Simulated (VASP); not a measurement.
Crystal: Zn.

```xyz
4
Lattice="2.7811 0.0000 0.0000 -1.3906 2.4085 0.0000 0.0000 0.0000 9.0831" Properties=species:S:1:pos:R:3 pbc="T T T"
Zn    0.0000    0.0000    0.0000
Zn    0.0000    0.0000    4.5416
Zn    0.0000    1.6057    2.2708
Zn    1.3906    0.8028    6.8123
```

| Quantity | Value |
| --- | --- |
| Program | VASP 6.6.1 |
| Task | relaxation of cell and atoms |
| Functional | r2SCAN |
| Potentials or basis | VASP PAW PBE potentials, release 64 (Zn) |
| Cutoff | 600 eV |
| k mesh | 13 × 13 × 4 |
| Occupations | fermi-dirac, width 0.1 eV |
| Spin | no spin polarisation |

At the start: pressure -4.8 GPa; volume 15.21 Å³/atom.

Where does the relaxation end?

Over 14 steps the energy falls by 41.3 meV/atom and the volume is 14.45 Å³/atom (-5.0 %); space group P6_3/mmc (No. 194, to 0.1 Å) before and after.

The path:
| step | energy change (eV) | largest force (eV/Å) | pressure (GPa) | volume (Å³) |
| --- | --- | --- | --- | --- |
| 1 | 0.0000 | 0.0000 | -4.82 | 60.84 |
| 2 | -0.0681 | 0.0000 | 0.29 | 56.90 |
| 3 | -0.0681 | 0.0000 | 0.17 | 56.97 |
| 4 | -0.0742 | 0.0000 | 0.28 | 56.93 |
| 5 | -0.1022 | 0.0000 | 0.63 | 56.77 |
| 6 | -0.1514 | 0.0000 | 1.88 | 56.36 |
| 7 | -0.0009 | 0.0000 | 8.63 | 55.19 |
| 8 | -0.1540 | 0.0000 | 2.64 | 56.17 |
| 9 | -0.1547 | 0.0000 | 2.44 | 56.22 |
| 10 | -0.1571 | 0.0000 | 2.25 | 56.39 |
| 11 | -0.1594 | 0.0000 | 1.86 | 56.83 |
| 12 | -0.1619 | 0.0000 | 1.42 | 57.04 |
| 13 | -0.1653 | 0.0000 | 0.21 | 57.69 |
| 14 | -0.1652 | 0.0000 | 0.01 | 57.80 |

Final structure:
```
Zn
1.0
     2.61719    0.00000    0.00000
    -1.30860    2.26655    0.00000
     0.00000    0.00000    9.74328
Zn
4
Direct
  0.00000 0.00000 0.00000
  0.00000 0.00000 0.50000
  0.33333 0.66667 0.25000
  0.66667 0.33333 0.75000
```

Caveat: the PAW data sets were made with another functional, which shifts forces and pressure a little.
